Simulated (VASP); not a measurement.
Input of a VASP 6.6.1 run:

Contents of POSCAR:

```
Ge
1.0
    0.0000000000      2.8183155314      2.8183155314
    2.8183155314      0.0000000000      2.8183155314
    2.8183155314      2.8183155314      0.0000000000
Ge
2
Direct
    0.7500000000      0.7500000000      0.7500000000
    0.5000000000      0.5000000000      0.5000000000
```

File INCAR.step1:

```
ALGO = Normal ; EDIFF = 1E-5
ENCUT = 520 ; GGA = PE
ISIF = 2 ; ISMEAR = -1
LASPH = T ; LCHARG = F
LREAL = F ; LWAVE = T
NBANDS = 21 ; NELM = 60
PREC = Accurate ; SIGMA = 0.05
```

INCAR.step2

```
AEXX = 0.25 ; ALGO = Normal
EDIFF = 1E-6 ; ENCUT = 520
GGA = PS ; HFSCREEN = 0.207
ISIF = 2 ; ISMEAR = -1
ISTART = 1 ; LASPH = T
LCHARG = F ; LHFCALC = T
LREAL = F ; LWAVE = F
NBANDS = 21 ; NELM = 60
PREC = Accurate ; PRECFOCK = Normal
SIGMA = 0.05
```

Contents of KPOINTS:

```
k-points
0
Gamma
  4 4 4
```

Potentials or basis: VASP PAW PBE potentials, release 64 (Ge_d).

Launch:

```sh
$ cat potpaw_PBE.64/Ge_d/POTCAR > POTCAR
$ cp INCAR.step1 INCAR
$ mpirun -np 1 vasp_std > vasp.out
$ cp INCAR.step2 INCAR
$ mpirun -np 1 vasp_std > vasp.out
```

Q: Predict the band gap on the k mesh.

A: 0.85 eV (least direct gap 1.00 eV).

Q: What does it give for the pressure?

A: 0.1 GPa.

Caveat: the k points lie up to 0.48 Å⁻¹ apart; the PAW data sets were made with another functional, which shifts forces and pressure a little. A k mesh can miss the band edges.
